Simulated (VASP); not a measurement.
# Be (P4/mmm) in VASP: further runs

Be is run at these levels: PBE; tasks: single point.

Program: VASP 6.6.1. These are calculated values, not measurements. Logs are shortened: lines on timing, memory, paths and dates and some standing lists are left out, and cuts for length are marked.

## (1) The cell of the first run

The structure is tetragonal, space group P4/mmm (No. 123). Conventional cell: a = 2.252 Å, b = 2.252 Å, c = 2.041 Å, α = 90.00°, β = 90.00°, γ = 90.00°. Within 2.7 Å of Be (site symmetry 4/mmm) lie 6 Be at 2.04 to 2.25 Å.

The cell was built from a structure type or drawn by symmetry, and may not be a known phase.

## (2) Single point, PBE

Input file INCAR:

```
SYSTEM = Be
PREC = Accurate ; ENCUT = 520
EDIFF = 1E-7 ; ISMEAR = 0
SIGMA = 0.1 ; LREAL = .False.
LASPH = .True. ; NELM = 80
ALGO = Normal ; ISIF = 2
LWAVE = .False. ; LCHARG = .False.
GGA = PE ; NBANDS = 7
```

Input file KPOINTS:

```
regular mesh
0
Gamma
  6 6 8
  0 0 0
```

Input file POSCAR:

```
Be
1.0
    2.2518908699      0.0000000000      0.0000000000
    0.0000000000      2.2518908699      0.0000000000
    0.0000000000      0.0000000000      2.0412064148
Be
1
Direct
    0.5000000000      0.5000000000      0.0000000000
```

Potentials or basis: VASP PAW PBE potentials, release 64 (Be).

Run with:

```sh
> cat potpaw_PBE.64/Be/POTCAR > POTCAR
> mpirun -np 1 vasp_std > vasp.out
```

OUTCAR:

```text
SYSTEM = Be
   PREC = Accurate
   ENCUT = 520
   EDIFF = 1E-7
   ISMEAR = 0
   LREAL = .False.
   LASPH = .True.
   NELM = 80
   ISIF = 2
   GGA = PE

 ion  position               nearest neighbor table
   1  0.500  0.500  0.000-

  LATTYP: Found a simple tetragonal cell.
 ALAT       =     2.2518908699
 C/A-ratio  =     0.9064410901

  Lattice vectors:

 A1 = (   2.2518908699,   0.0000000000,   0.0000000000)
 A2 = (   0.0000000000,   2.2518908699,   0.0000000000)
 A3 = (   0.0000000000,   0.0000000000,   2.0412064148)

Analysis of symmetry for initial positions (statically):
=====================================================================
 Subroutine PRICEL returns:
 Original cell was already a primitive cell.

 Routine SETGRP: Setting up the symmetry group for a
 simple tetragonal supercell.

 Subroutine GETGRP returns: Found 16 space group operations
 (whereof 16 operations were pure point group operations)
 out of a pool of 16 trial point group operations.

The static configuration has the point symmetry D_4h.

Analysis of symmetry for dynamics (positions and initial velocities):
=====================================================================
 Subroutine PRICEL returns:
 Original cell was already a primitive cell.

 Routine SETGRP: Setting up the symmetry group for a
 simple tetragonal supercell.

 Subroutine GETGRP returns: Found 16 space group operations
 (whereof 16 operations were pure point group operations)
 out of a pool of 16 trial point group operations.

The dynamic configuration has the point symmetry D_4h.

 Subroutine INISYM returns: Found 16 space group operations
 (whereof 16 operations are pure point group operations),
 and found     1 'primitive' translations

----------------------------------------------------------------------------------------

                                     Primitive cell

  volume of cell :      10.3510

  direct lattice vectors                    reciprocal lattice vectors
     2.251890870  0.000000000  0.000000000     0.444071253  0.000000000  0.000000000
     0.000000000  2.251890870  0.000000000     0.000000000  0.444071253  0.000000000
     0.000000000  0.000000000  2.041206415     0.000000000  0.000000000  0.489906358

  length of vectors
     2.251890870  2.251890870  2.041206415     0.444071253  0.444071253  0.489906358

  position of ions in fractional coordinates (direct lattice)
     0.500000000  0.500000000  0.000000000

  ion indices of the primitive-cell ions
   primitive index   ion index
                 1           1

----------------------------------------------------------------------------------------

 KPOINTS: regular mesh

Automatic generation of k-mesh.
 Grid dimensions read from file:
 generate k-points for:    6    6    8

 Generating k-lattice:

  Cartesian coordinates                     Fractional coordinates (reciprocal lattice)
     0.074011875  0.000000000  0.000000000     0.166666667  0.000000000  0.000000000
     0.000000000  0.074011875  0.000000000     0.000000000  0.166666667  0.000000000
     0.000000000  0.000000000  0.061238295     0.000000000  0.000000000  0.125000000

  Length of vectors
     0.074011875  0.074011875  0.061238295

  Shift w.r.t. Gamma in fractional coordinates (k-lattice)
     0.000000000  0.000000000  0.000000000

 Subroutine IBZKPT returns following result:
 ===========================================

 Found     50 irreducible k-points:

 Following reciprocal coordinates:
            Coordinates               Weight
  0.000000  0.000000  0.000000      1.000000
  0.166667  0.000000  0.000000      4.000000
  0.333333  0.000000  0.000000      4.000000
  0.500000  0.000000  0.000000      2.000000
  0.166667  0.166667  0.000000      4.000000
  0.333333  0.166667  0.000000      8.000000
[... 16 lines left out ...]
  0.333333  0.000000  0.250000      8.000000
  0.500000  0.000000  0.250000      4.000000
 [... further k-points ...]
   k-points           NKPTS =     50   k-points in BZ     NKDIM =     50   number of bands    NBANDS=      7
   number of dos      NEDOS =    301   number of ions     NIONS =      1
   total plane-waves  NPLWV =   5184
   dimension x,y,z NGX =    18 NGY =   18 NGZ =   16
   dimension x,y,z NGXF=    36 NGYF=   36 NGZF=   32
   ions per type =               1
   NGX,Y,Z   is equivalent  to a cutoff of  13.29, 13.29, 13.03 a.u.
   NGXF,Y,Z  is equivalent  to a cutoff of  26.58, 26.58, 26.06 a.u.
 SYSTEM =  Be
   PREC   = accura    normal or accurate (medium, high low for compatibility)
   ISTART =      0    job   : 0-new  1-cont  2-samecut
   ICHARG =      2    charge: 1-file 2-atom 10-const
   ISPIN  =      1    spin polarized calculation?
   LNONCOLLINEAR =      F non collinear calculations
   LSORBIT =      F    spin-orbit coupling
   LASPH  =      T    aspherical Exc in radial PAW
   ENCUT  =  520.0 eV  38.22 Ry    6.18 a.u.   4.19  4.19  3.80*2*pi/ulx,y,z
   NELM   =     80;   NELMIN=  2; NELMDL= -5     # of ELM steps
   EDIFF  = 0.1E-06   stopping-criterion for ELM
   LREAL  =      F    real-space projection
   EDIFFG = 0.1E-05   stopping-criterion for IOM
   NSW    =      0    number of steps for IOM
   IBRION =     -1    ionic relax: 0-MD 1-quasi-New 2-CG
   NFREE  =      0    steps in history (QN), initial steepest desc. (CG)
   ISIF   =      2    stress and relaxation
   ISYM   =      2    0-nonsym 1-usesym 2-fastsym
   POTIM  = 0.5000    time-step for ionic-motion
   TEBEG  =    0.0;   TEEND  =   0.0 temperature during run
   PSTRESS=    0.0 pullay stress
   NELECT =       2.0000    total number of electrons
   NUPDOWN=      -1.0000    fix difference up-down
   EMIN   =  10.00;   EMAX   =-10.00  energy-range for DOS
   EFERMI =   0.00;   METHOD = LEGACY
   ISMEAR =     0;   SIGMA  =   0.10  broadening in eV -4-tet -1-fermi 0-gaus
   EFERMI_NEDOS =   21; number of points for ismear=-14 and -15
   IALGO  =     38    algorithm
   IMIX   =      4    mixing-type and parameters
     AMIX     =   0.40;   BMIX     =  1.00
     AMIX_MAG =   1.60;   BMIX_MAG =  1.00
  volume/ion in A,a.u.               =      10.35        69.85
  Fermi-wavevector in a.u.,A,eV,Ry     =   0.946435  1.788504 12.187281  0.895740
  Thomas-Fermi vector in A             =   2.074433
   LORBIT       =      0    0 simple, 1 ext, 2 COOP (PROOUT), +10 PAW based schemes
   GGA     = PE    functional components
   LHFCALC =     F    Hartree Fock is set to
   AEXX    =    0.0000 exact exchange contribution
   IVDW    =     0    specifies the selected vdW correction
   LEPSILON=     F    determine dielectric tensor
   LRPA    =     F    only Hartree local field effects (RPA)
 non-spin polarized calculation
 Gauss-broadening in eV      SIGMA  =   0.10
  energy-cutoff  :      520.00
  volume of cell :       10.35
 maximum number of plane-waves:       296
 NGX is ok and might be reduce to    18
   NGX =  9   NGY =  9   NGZ =  7

 number of electron       2.0000000 magnetization

 Free energy of the ion-electron system (eV)
  ---------------------------------------------------
  ext. energy  EPLUGINS =         0.00000000
  ---------------------------------------------------
  free energy    TOTEN  =        -2.80287089 eV

  energy without entropy =       -2.80199668  energy(sigma->0) =       -2.80243378

 E-fermi :   4.5816     XC(G=0):  -9.7150

 val. band max:        4.5289836934   @ k =   0.5000   0.0000   0.3750
 cond. band min:       4.7303716354   @ k =   0.1667   0.0000   0.5000
 fundamental gap:      0.2013879420
 Fermi energy:         4.5816032106

 k-point     1 :       0.0000    0.0000    0.0000
  band No.  band energies     occupation
      1      -4.9023      2.00000
      2      16.5787      0.00000
      3      16.5787      0.00000
      4      21.6103      0.00000
      5      22.1669      0.00000
      6      24.7023      0.00000
      7      33.5829      0.00000

 k-point     2 :       0.1667    0.0000    0.0000
  band No.  band energies     occupation
      1      -4.2579      2.00000
      2      11.6484      0.00000
      3      17.1913      0.00000
      4      22.1719      0.00000
      5      24.4236      0.00000
      6      29.3117      0.00000
      7      32.7364      0.00000

 k-point     3 :       0.3333    0.0000    0.0000
  band No.  band energies     occupation
      1      -2.3575      2.00000
      2       5.9127      0.00000
      3      18.7596      0.00000
      4      23.5672      0.00000
      5      26.5044      0.00000
      6      31.0164      0.00000
      7      33.4519      0.00000

 k-point     4 :       0.5000    0.0000    0.0000
  band No.  band energies     occupation
      1      -0.0690      2.00000
      2       2.3113      2.00000
      3      19.8753      0.00000
      4      24.5020      0.00000
      5      28.7966      0.00000
      6      29.3142      0.00000
      7      30.7817      0.00000

 k-point     5 :       0.1667    0.1667    0.0000
  band No.  band energies     occupation
      1      -3.6090      2.00000
      2      10.9874      0.00000
      3      14.0369      0.00000
      4      22.7235      0.00000
      5      28.4725      0.00000
      6      30.5959      0.00000
      7      30.7404      0.00000
[... 161 lines left out ...]
 k-point    22 :       0.1667    0.0000    0.2500
  band No.  band energies     occupation
      1      -2.5306      2.00000
      2      11.0211      0.00000
      3      15.0724      0.00000
      4      18.9858      0.00000
      5      27.1131      0.00000
      6      29.1981      0.00000
      7      35.6819      0.00000

 k-point    23 :       0.3333    0.0000    0.2500
  band No.  band energies     occupation
      1      -0.5777      2.00000
      2       7.1045      0.00000
      3      15.3072      0.00000
      4      20.4845      0.00000
      5      23.4834      0.00000
      6      31.2643      0.00000
      7      35.4138      0.00000

 k-point    24 :       0.5000    0.0000    0.2500
  band No.  band energies     occupation
      1       2.0494      2.00000
      2       3.3960      2.00000
      3      17.0071      0.00000
      4      20.6199      0.00000
      5      21.5239      0.00000
      6      31.9015      0.00000
      7      32.9778      0.00000

 [... further k-points ...]

------------------------ aborting loop because EDIFF is reached ----------------------------------------

  FORCE on cell =-STRESS in cart. coord.  units (eV):
  Direction    XX          YY          ZZ          XY          YZ          ZX
  --------------------------------------------------------------------------------------
  -------------------------------------------------------------------------------------
  Total       -0.0033145     -0.0033145      0.0120307      0.0000000     -0.0000000      0.0000000
  in kB       -0.5130388     -0.5130388      1.8621796      0.0000000     -0.0000000      0.0000000
  external PRESSURE =       0.2787007 kB  Pullay stress =       0.0000000 kB

 VOLUME and BASIS-vectors are now :
 -----------------------------------------------------------------------------
  energy-cutoff  :      520.00
  volume of cell :       10.35
      direct lattice vectors                 reciprocal lattice vectors
     2.251890870  0.000000000  0.000000000     0.444071253  0.000000000  0.000000000
     0.000000000  2.251890870  0.000000000     0.000000000  0.444071253  0.000000000
     0.000000000  0.000000000  2.041206415     0.000000000  0.000000000  0.489906358

 POSITION                                       TOTAL-FORCE (eV/Angst)
 -----------------------------------------------------------------------------------
      1.12595      1.12595      0.00000         0.000000      0.000000      0.000000
 -----------------------------------------------------------------------------------
    total drift:                               -0.000000     -0.000000     -0.000000

  FREE ENERGIE OF THE ION-ELECTRON SYSTEM (eV)
  ---------------------------------------------------
  free  energy   TOTEN  =        -2.8028708893 eV

  energy  without entropy=       -2.8019966760  energy(sigma->0) =       -2.80243378
```

Wall time 2.2 s (1 thread of Intel Xeon Platinum 8488C (Sapphire Rapids), shared host); peak memory 0.11 GiB.

Results:

* Free energy: -2.8029 eV
* Pressure: 0.0 GPa
* Band gap on the k mesh: zero (bands 1 and 2 overlap by 6.77 eV)

Levels at points of the mesh, in eV from the Fermi level:
```tsv
k point	band 1	band 2	band 3	band 4
(0.00, 0.00, 0.00)	-9.48	12.00	12.00	17.03
(0.50, 0.00, 0.00)	-4.65	-2.27	15.29	19.92
(0.50, 0.50, 0.00)	0.18	0.18	5.91	6.13
(0.00, 0.00, 0.50)	-4.07	-0.25	16.82	16.82
(0.50, 0.00, 0.50)	0.47	1.96	7.22	7.99
(0.50, 0.50, 0.50)	4.42	6.14	6.14	13.12
```

Caveat: the k points lie up to 0.47 Å⁻¹ apart, too coarse for converged energies and pressures of a metal.

(Continued in part 2 of 2.)
